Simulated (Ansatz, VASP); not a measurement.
## Two plane-wave programs on AlN

File INCAR:

```
SYSTEM = AlN
PREC = Accurate ; ENCUT = 520
EDIFF = 1E-6 ; ISMEAR = 0
SIGMA = 0.05 ; LREAL = .FALSE.
LASPH = .TRUE. ; NELM = 80
ALGO = Normal ; ISIF = 2
LWAVE = .FALSE. ; LCHARG = .FALSE.
GGA = PS ; NBANDS = 16
```

File KPOINTS:

```
regular mesh
0
G
  9 9 6
  0 0 0
```

POSCAR

```
AlN
1.0
    3.1961197342      0.0000000000      0.0000000000
   -1.5980598671      2.7679208834      0.0000000000
    0.0000000000      0.0000000000      4.2054543463
Al N
2 2
Direct
    0.3333333333      0.6666666667      0.7500000000
    0.6666666667      0.3333333333      0.2500000000
    0.3333333333      0.6666666667      0.2500000000
    0.6666666667      0.3333333333      0.7500000000
```

Input for Ansatz:

```yaml
crystal:
  lattice:
    - [3.1961197342, 0.0, 0.0]
    - [-1.5980598671, 2.7679208834, 0.0]
    - [0.0, 0.0, 4.2054543463]
  atoms:
    - { symbol: Al, position: [0.3333333333, 0.6666666667, 0.75] }
    - { symbol: Al, position: [0.6666666667, 0.3333333333, 0.25] }
    - { symbol: "N", position: [0.3333333333, 0.6666666667, 0.25] }
    - { symbol: "N", position: [0.6666666667, 0.3333333333, 0.75] }
basis:
  ecutwfc: 520.0
kpoints:
  mp_grid: { grid: [9, 9, 6] }
hamiltonian:
  xc: pbesol
  pseudopotentials: { kind: paw, azcp: { folder: soft_1 } }
scf:
  occupations: { method: gaussian, width: 0.05 }
output:
  forces: true
  stress: true
  eigenvalues: true
```

Alike in both runs: task single point; functional PBEsol; k mesh 9 × 9 × 6; occupations gaussian, width 0.05 eV; no spin polarisation.

```csv
,VASP,Ansatz
version,VASP 6.6.1,Ansatz 0.2.0
potentials or method,"VASP PAW PBE potentials, release 64 (Al, N), cutoff 520 eV","scalar-relativistic, plane waves, PAW"
valence electrons in the cell,16,16
```

VASP gave:

* gap on the k mesh at the Fermi level (eV): 3.61
* least direct gap on the mesh (eV): 3.61
* pressure (GPa): 14.0
* traceless stress, the component that is largest in VASP (GPa): -9.88

Q: Which values does Ansatz return?

A: gap on the k mesh at the Fermi level (eV): 3.60; least direct gap on the mesh (eV): 3.60; pressure (GPa): 13.9; traceless stress, the component that is largest in VASP (GPa): -9.76.

VASP's potentials were made for PBE, not for PBEsol, and Ansatz warns of the same on its side.
